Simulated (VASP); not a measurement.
A run of VASP 6.6.1 is set up as follows.

The input INCAR:

```
PREC     = Accurate       # precision mode
ENCUT    = 520            # plane-wave cutoff, eV
EDIFF    = 1E-7           # SCF threshold, eV
ISMEAR   = 0              # smearing method
SIGMA    = 0.1            # smearing width, eV
LREAL    = F              # projectors in reciprocal space
LASPH    = T              # aspherical terms in the spheres
NELM     = 80             # most SCF steps
ALGO     = Normal         # electronic algorithm
ISIF     = 2              # what is computed and relaxed
LWAVE    = F              # write WAVECAR
LCHARG   = T              # write CHGCAR
GGA      = PS             # functional
LELF     = T              # ELF
LVHAR    = T            
NBANDS   = 32             # bands
```

File KPOINTS:

```
regular mesh
0
Gamma
  6 6 6
```

POSCAR

```
Bi2Te3
1.0
    2.2085012539      1.2750787934      9.9466700000
   -2.2085012539      1.2750787934      9.9466700000
    0.0000000000     -2.5501575869      9.9466700000
Bi Te
2 3
Direct
    0.8120000000      0.8120000000      0.8120000000
    0.4020000000      0.4020000000      0.4020000000
    0.6110000000      0.6110000000      0.6110000000
    0.2000000000      0.2000000000      0.2000000000
    0.0000000000      0.0000000000      0.0000000000
```

Potentials or basis: VASP PAW PBE potentials, release 64 (Bi_d, Te).

The run is started by

```console
$ cat potpaw_PBE.64/Bi_d/POTCAR potpaw_PBE.64/Te/POTCAR > POTCAR
$ mpirun -np 1 vasp_std > vasp.out
```

Task: What does it give for the band gap on the k mesh?

Result: Zero (band 24 reaches 6.27 eV, above the bottom of band 25 at 6.15 eV).

Task: Estimate the largest force.

Result: 1.208 eV/Å.

Stress tensor (GPa, compression positive):
```
-0.46  0.00  0.00
 0.00 -0.46  0.00
 0.00  0.00 -1.50
```

Caveat: the PAW data sets were made with another functional, which shifts forces and pressure a little; spin-orbit coupling is left out, which moves the levels of the heavy elements.
